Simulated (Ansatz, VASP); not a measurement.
**InSb3: VASP beside Ansatz**

```
CELL_PARAMETERS angstrom
4.82303 0.00000 0.00000
0.00000 4.82303 0.00000
0.00000 0.00000 4.82303
ATOMIC_POSITIONS crystal
In 0.00000 0.00000 0.00000
Sb 0.50000 0.00000 0.50000
Sb 0.00000 0.50000 0.50000
Sb 0.50000 0.50000 0.00000
```

Change from the starting cell: equal engineering shear yz, xz and xy +0.0000, equal normal strain along x, y and z +0.0200.

Alike in both runs: task single point; functional PBEsol; k mesh 8 × 8 × 8; occupations gaussian, width 0.15 eV; no spin polarisation.

|  | VASP | Ansatz |
| --- | --- | --- |
| version | VASP 6.6.1 | Ansatz 0.2.0 |
| potentials or method | VASP PAW PBE potentials, release 64 (In_d, Sb), cutoff 520 eV | scalar-relativistic, plane waves, PAW |
| valence electrons in the cell | 28 | 58 |

```csv
,VASP,Ansatz,Ansatz less VASP
gap on the k mesh at the Fermi level (eV),none,none,-
pressure (GPa),-3.1,-3.1,+0.02
```

VASP's potentials were made for PBE, not for PBEsol, and Ansatz warns of the same on its side. A gap of «none» marks a metal or a gap that the smearing closes. The functional is the same, so the differences come from potentials, cutoffs and numerics. VASP's potentials hold 28 valence electrons a cell and Ansatz's 58, so a difference there can come from the potentials and not from the codes.

Spin-orbit coupling is off throughout.
